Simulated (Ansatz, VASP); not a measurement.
# IrRhO2 in VASP and in Ansatz

```
Rh Ir O
1.0
     3.10367    0.00000    0.00000
    -1.55184    2.68786    0.00000
     0.00000   -1.79191    5.77502
Rh Ir O
1 1 2
Direct
  0.50000 0.00000 0.50000
  0.00000 0.00000 0.00000
  0.11100 0.22200 0.33300
  0.88900 0.77800 0.66700
```

Alike in both runs: task single point; functional PBE; k mesh 10 × 10 × 10; no spin polarisation.

|  | VASP | Ansatz |
| --- | --- | --- |
| version | VASP 6.6.1 | Ansatz 0.2.0 |
| potentials or method | VASP PAW PBE potentials, release 64 (Rh_pv, Ir, O), cutoff 520 eV | PAW plane waves |
| occupations | fermi-dirac, width 0.1 eV | fermi-dirac |
| valence electrons in the cell | 36 | 46 |

|  | VASP | Ansatz | Ansatz less VASP |
| --- | --- | --- | --- |
| pressure (GPa) | 5.3 | 4.5 | -0.86 |
| traceless stress, the component that is largest in VASP (GPa) | 20.65 | 19.01 | -1.638 |
| rms of the force components (eV/Å) | 0.184 | 0.108 | -0.0756 |

Atom by atom the forces differ by 0.076 eV/Å (rms over components). VASP's potentials hold 36 valence electrons a cell and Ansatz's 46, so a difference there can come from the potentials and not from the codes. Ansatz's warnings: structure snapped to symmetry.

Spin-orbit coupling is off throughout.
